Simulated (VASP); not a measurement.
## Ba: single point with PBE

Crystal: Ba.

```
Ba
1.0
     6.43638    0.00000    0.00000
    -3.21819    5.57407    0.00000
     0.00000    0.00000    4.06577
Ba
2
Direct
  0.33333 0.66667 0.50000
  0.66667 0.33333 0.50000
```

This cell differs from its parent crystal: strain -0.080 along x and y, +0.040 along z.

```yaml
Program: VASP 6.6.1
Task: single point
Functional: PBE
Potentials_or_basis: VASP PAW PBE potentials, release 64 (Ba_sv)
Cutoff: 520 eV
k_mesh: 9 × 9 × 12
Occupations: gaussian, width 0.15 eV
Spin: no spin polarisation
```

| Quantity | Value |
| --- | --- |
| Pressure | 0.5 GPa |
| Band gap on the k mesh | zero (band 10 reaches 1.54 eV, above the bottom of band 11 at 0.31 eV) |

Stress tensor (GPa, compression positive):
```
 1.50  0.00  0.00
 0.00  1.50  0.00
 0.00  0.00 -1.43
```

Levels at points of the mesh, in eV from the Fermi level:
| k point | band 8 | band 9 | band 10 | band 11 | band 12 | band 13 |
| --- | --- | --- | --- | --- | --- | --- |
| (0.00, 0.00, 0.00) | -13.96 | -2.28 | 0.04 | 0.80 | 0.87 | 0.87 |
| (0.00, 0.00, 0.50) | -14.07 | -0.42 | -0.16 | -0.16 | 0.87 | 1.78 |

Run time: 2.4 min on 1 thread of Intel(R) Xeon(R) Platinum 8375C CPU @ 2.90GHz (Ice Lake), with other jobs on the host, peak memory 0.36 GiB.

Caveat: the cell differs from its parent crystal (strain -0.080 along x and y, +0.040 along z); spin-orbit coupling is left out, which moves the levels of the heavy elements.
